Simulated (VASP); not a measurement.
A run of VASP 6.6.1:

Contents of INCAR:

```
SYSTEM = Si
  ALGO = Normal
  EDIFF = 1E-8
  ENCUT = 600
  GGA = CA
  IBRION = 6
  ISIF = 3
  ISMEAR = 0
  LASPH = .TRUE.
  LCHARG = .FALSE.
  LREAL = .FALSE.
  LWAVE = .FALSE.
  NELM = 100
  NFREE = 2
  NSW = 1
  POTIM = 0.015
  PREC = Accurate
  SIGMA = 0.01
```

Contents of KPOINTS:

```
k-points
0
G
  12 12 12
  0 0 0
```

The input POSCAR:

```
Si
1.0
    0.0000000000      2.7009841725      2.7009841725
    2.7009841725      0.0000000000      2.7009841725
    2.7009841725      2.7009841725      0.0000000000
Si
2
Direct
    0.7500000000      0.7500000000      0.7500000000
    0.5000000000      0.5000000000      0.5000000000
```

Potentials or basis: VASP PAW LDA potentials, release 64 (Si).

Run with:

```console
$ cat potpaw_LDA.64/Si/POTCAR > POTCAR
$ mpirun -np 1 vasp_std > vasp.out
```

Hardware: 1 thread of Intel(R) Xeon(R) Platinum 8488C (Sapphire Rapids), with other jobs on the host.

How long does it take, and how much memory?

Run time: 7.7 min on 1 thread of Intel(R) Xeon(R) Platinum 8488C (Sapphire Rapids), on a shared host, peak memory 0.37 GiB. Counts: scf iterations 129, k points 72.
